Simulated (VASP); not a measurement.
# KI: single point with PBEsol

Crystal: KI.

```xyz
2
Lattice="0.0000 3.4850 3.4850 3.4850 0.0000 3.4850 3.4850 3.4850 0.0000" Properties=species:S:1:pos:R:3 pbc="T T T"
I     3.4850    3.4850    3.4850
K     0.0000    0.0000    0.0000
```

This cell differs from its parent crystal: volume scaled by 0.96.

```yaml
Program: VASP 6.6.1
Task: single point
Functional: PBEsol
Potentials_or_basis: VASP PAW PBE potentials, release 64 (I, K_sv)
Cutoff: 520 eV
k_mesh: 7 × 7 × 7
Occupations: fermi-dirac, width 0.05 eV
Spin: no spin polarisation
```

| Item | Value |
| --- | --- |
| Pressure | 0.2 GPa |
| Band gap on the k mesh | 3.90 eV, direct |

Levels at points of the mesh, in eV from the valence-band top:
| k point | band 5 | band 6 | band 7 | band 8 | band 9 | band 10 | band 11 | band 12 |
| --- | --- | --- | --- | --- | --- | --- | --- | --- |
| (0.00, 0.00, 0.00) | -10.60 | 0.00 | 0.00 | 0.00 | 3.90 | 6.40 | 6.40 | 6.40 |

Run time: 13 s on 1 thread of Intel(R) Xeon(R) 6975P-C (Granite Rapids), on a shared host, peak memory 0.23 GiB.

Caveat: the PAW data sets were made with another functional, which shifts forces and pressure a little; spin-orbit coupling is left out, which moves the levels of the heavy elements.
